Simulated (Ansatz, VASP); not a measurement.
**Sb2Au3 in VASP and in Ansatz**

The input INCAR:

```
SYSTEM = Sb2Au3
PREC = Accurate
ENCUT = 500
EDIFF = 1E-7
ISMEAR = 0
SIGMA = 0.1
LREAL = .FALSE.
LASPH = .TRUE.
NELM = 120
ALGO = Normal
ISIF = 3
LWAVE = .FALSE.
LCHARG = .FALSE.
GGA = PE
IBRION = 2
NSW = 90
EDIFFG = -0.04
GGA_COMPAT = .FALSE.
NELMIN = 4
```

Contents of KPOINTS:

```
regular mesh
0
G
  3 3 3
  0 0 0
```

Contents of POSCAR:

```
Sb2Au3
1.0
    3.8768152400      2.2382803200      3.0885642000
   -3.8768152400      2.2382803200      3.0885642000
    0.0000000000     -4.4765606500      3.0885642000
Sb Au
2 3
Direct
    0.8187567600      0.8187567600      0.8187567600
    0.1812432400      0.1812432400      0.1812432400
    0.0000000000      0.5000000000      0.0000000000
    0.0000000000      0.0000000000      0.5000000000
    0.5000000000      0.0000000000      0.0000000000
```

Input for Ansatz:

```yaml
crystal:
  lattice:
    - [3.87681524, 2.23828032, 3.0885642]
    - [-3.87681524, 2.23828032, 3.0885642]
    - [0.0, -4.47656065, 3.0885642]
  atoms:
    - { symbol: Sb, position: [0.81875676, 0.81875676, 0.81875676] }
    - { symbol: Sb, position: [0.18124324, 0.18124324, 0.18124324] }
    - { symbol: Au, position: [0.0, 0.5, 0.0] }
    - { symbol: Au, position: [0.0, 0.0, 0.5] }
    - { symbol: Au, position: [0.5, 0.0, 0.0] }
basis:
  ecutwfc: 420
kpoints:
  mp_grid: { grid: [3, 3, 3] }
hamiltonian:
  xc: pbe
scf:
  occupations: { method: gaussian, width: 0.1 }
  lower_state_search: "off"
output:
  forces: true
  stress: true
  eigenvalues: true
relax:
  adjacent_minimum: "off"
  f_tol: 0.04
  max_steps: 70
  cell: { stress_tol: 0.4 }
```

Change from the starting cell: species swapped into the Br2Cl3 type (R-3m, No. 166).

Alike in both runs: task relaxation of cell and atoms; functional PBE; k mesh 3 × 3 × 3; occupations gaussian, width 0.1 eV; no spin polarisation.

```csv
,VASP,Ansatz
version,VASP 6.6.1,Ansatz 0.2.0
potentials or method,"VASP PAW PBE potentials, release 64 (Sb_d_GW, Au_sv_GW), cutoff 500 eV","scalar-relativistic, plane waves, PAW"
valence electrons in the cell,87,87
```

Ansatz gave:

* gap on the k mesh at the Fermi level, each at its own relaxed structure (eV): none
* relaxed volume (Å³/atom): 28.24
* relaxed length of the cell vector where the two differ most in proportion (Å): 5.479

Task: Which values does VASP return?

Result: gap on the k mesh at the Fermi level, each at its own relaxed structure (eV): none; relaxed volume (Å³/atom): 28.02; relaxed length of the cell vector where the two differ most in proportion (Å): 5.442.

A gap of «none» marks a metal or a gap that the smearing closes.

The k mesh is coarse, so the values compare programs but aren't converged. Neither program's run includes spin-orbit coupling.
